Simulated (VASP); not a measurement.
Runs of VASP 6.6.1 on MgO. Symmetry: F-43m, No. 216, cubic system. The conventional cell has a = 4.564 Å, b = 4.564 Å, c = 4.564 Å, α = 90.00°, β = 90.00°, γ = 90.00°. Mg (site symmetry -43m) has 4 O at 1.98 Å within 2.6 Å. O (site symmetry -43m) has 4 Mg at 1.98 Å within 2.6 Å. 

| level | k mesh | cutoff (eV) | grid for exact exchange (PRECFOCK) | screening parameter | gap on the mesh (eV) | pressure (GPa) |
| --- | --- | --- | --- | --- | --- | --- |
| r2SCAN | 8 × 8 × 8 | 520 | - | - | 4.32 | (a) |
| HSE06 | 6 × 6 × 6 | 520 | Normal | 0.2079 1/Å | 5.24 | -0.1 |
| PBE | 8 × 8 × 8 | 520 | - | - | 3.64 | 3.5 |
| r2SCAN | 6 × 6 × 6 | 660 | - | - | (c) | -0.8 |
| PBEsol | 4 × 4 × 4 | 600 | - | - | 3.52 | 0.4 |
| r2SCAN | 4 × 4 × 4 | 660 | - | - | 4.32 | (b) |

Alike in all rows: task single point; potentials or basis VASP PAW PBE potentials, release 64 (Mg, O); no spin polarisation; cell as given; smearing gaussian 0.01 eV.

**Question.** Estimate the missing entries.

**Answer.** (a) -0.5; (b) -0.7; (c) 4.33.

Caveats: some runs use coarse meshes; the PAW data sets were made with another functional, which shifts forces and pressure a little (some runs).

